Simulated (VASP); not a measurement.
Input of a VASP 6.6.1 run:

The input INCAR:

```
PREC     = Accurate       # precision mode
ENCUT    = 520            # plane-wave cutoff, eV
EDIFF    = 1E-7           # SCF threshold, eV
ISMEAR   = 0              # smearing method
SIGMA    = 0.05           # smearing width, eV
LREAL    = False          # projectors in reciprocal space
LASPH    = True           # aspherical terms in the spheres
NELM     = 150            # most SCF steps
ALGO     = Normal         # electronic algorithm
ISIF     = 2              # what is computed and relaxed
LWAVE    = False          # write WAVECAR
LCHARG   = False          # write CHGCAR
ISPIN    = 2              # spin polarisation
MAGMOM   = 7 7            # initial moments
LORBIT   = 11             # projections on sites
LMAXMIX  = 6              # l up to which the mixer works
GGA      = PE             # functional
NBANDS   = 29             # bands
```

File KPOINTS:

```
regular mesh
0
Gamma
  6 6 4
```

Contents of POSCAR:

```
Gd
1.0
    3.6474099204      0.0000000000      0.0000000000
   -1.8237049602      3.1587496491      0.0000000000
    0.0000000000      0.0000000000      5.8181568625
Gd
2
Direct
    0.3333333333      0.6666666667      0.7500000000
    0.6666666667      0.3333333333      0.2500000000
```

Potentials or basis: VASP PAW PBE potentials, release 64 (Gd).

Launch:

```bash
$ cat potpaw_PBE.64/Gd/POTCAR > POTCAR
$ mpirun -np 1 vasp_std > vasp.out
```

(1) What does it give for the net moment?

(2) Predict the pressure.

(3) What does it give for the site moments?

## Answers

(1) 15.40 μB per cell.

(2) 0.0 GPa.

(3) Gd +7.01 μB.
